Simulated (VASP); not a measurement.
AgAu3:

```
Ag Au
1.0
     4.12163    0.00000    0.00000
     0.00000    4.12163    0.00000
     0.00000    0.00000    4.12163
Ag Au
1 3
Direct
  0.50000 0.50000 0.50000
  0.50000 0.00000 0.00000
  0.00000 0.50000 0.00000
  0.00000 0.00000 0.50000
```

```yaml
Program: VASP 6.6.1
Task: relaxation of volume and atoms at fixed shape
Functional: LDA
Potentials_or_basis: VASP PAW LDA potentials, release 64 (Ag, Au)
Cutoff: 600 eV
k_mesh: 6 × 6 × 6
Occupations: fermi-dirac, width 0.1 eV
Spin: no spin polarisation
```

At the start: pressure -9.3 GPa; volume 17.50 Å³/atom.

**Question.** Where does the relaxation end?

**Answer.** Over 4 steps the energy falls by 32.8 meV/atom and the volume is 16.46 Å³/atom (-6.0 %); space group Pm-3m (No. 221, to 0.05 Å).

The path:
```
step  energy change (eV)  largest force (eV/Å)  pressure (GPa)  volume (Å³)
   1              0.0000                0.0000           -9.33        70.02
   2              0.2005                0.0000           20.81        60.18
   3             -0.1310                0.0000           -0.26        65.92
   4             -0.1310                0.0000           -0.04        65.84
```

Final structure:
```yaml
crystal:
  lattice:
    - [4.03789, 0.00000, 0.00000]
    - [0.00000, 4.03789, 0.00000]
    - [0.00000, 0.00000, 4.03789]
  atoms:
    - { symbol: Ag, position: [0.50000, 0.50000, 0.50000] }
    - { symbol: Au, position: [0.50000, 0.00000, 0.00000] }
    - { symbol: Au, position: [0.00000, 0.50000, 0.00000] }
    - { symbol: Au, position: [0.00000, 0.00000, 0.50000] }
```
